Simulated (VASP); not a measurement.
Wanted: the native input for a VASP 6.6.1 run.

- Task: single point
- Functional: PBE
- Potentials or basis: VASP PAW PBE potentials, release 64 (Cu_sv_GW, O_h)
- Cutoff: 1340 eV
- k mesh: 6 × 6 × 6
- Occupations: fermi-dirac, width 0.05 eV
- Spin: no spin polarisation
- Dipole correction: no
- Further INCAR settings: ALGO = Normal; EDIFF = 1e-06; NBANDS = 20

The structure of CuO lies in POSCAR:

```
CuO
1.0
    0.0000000000      2.1165600000      2.1165600000
    2.1165600000      0.0000000000      2.1165600000
    2.1165600000      2.1165600000      0.0000000000
Cu O
1 1
Direct
    0.0294977200      0.0281008700      0.9080259900
    0.4705022800      0.4718991300      0.5919740100
```

These files were run (other wordings do the same):

INCAR

```
PREC     = Accurate       # precision mode
ENCUT    = 1340           # plane-wave cutoff, eV
EDIFF    = 1E-6           # SCF threshold, eV
ISMEAR   = -1             # smearing method
SIGMA    = 0.05           # smearing width, eV
LREAL    = False          # projectors in reciprocal space
LASPH    = True           # aspherical terms in the spheres
NELM     = 120            # most SCF steps
ALGO     = Normal         # electronic algorithm
ISIF     = 2              # what is computed and relaxed
LWAVE    = False          # write WAVECAR
LCHARG   = True           # write CHGCAR
GGA      = PE             # functional
LELF     = True           # ELF
LVHAR    = True         
NBANDS   = 20             # bands
GGA_COMPAT= False
```

KPOINTS

```
Automatic mesh
0
Gamma
  6 6 6
```

Potentials or basis: VASP PAW PBE potentials, release 64 (Cu_sv_GW, O_h).

Launch:

```console
$ cat potpaw_PBE.64/Cu_sv_GW/POTCAR potpaw_PBE.64/O_h/POTCAR > POTCAR
$ mpirun -np 1 vasp_std > vasp.out
```

It gave:

The pressure is 18.3 GPa, the largest force is 0.894 eV/Å and the band gap on the k mesh is zero (an odd number of electrons rules out a gap without spin polarisation).

Caveat: the k points lie up to 0.43 Å⁻¹ apart, too coarse for converged energies and pressures of a metal; an odd number of electrons without spin polarisation forces a metal; a magnetic or distorted state may lie lower; semilocal functionals often make such compounds metallic where correlation or magnetic order opens a gap, which also shifts bond lengths.

Wall time 80 s on 1 thread of Intel(R) Xeon(R) 6975P-C (Granite Rapids) (shared host), peak memory 0.37 GiB.
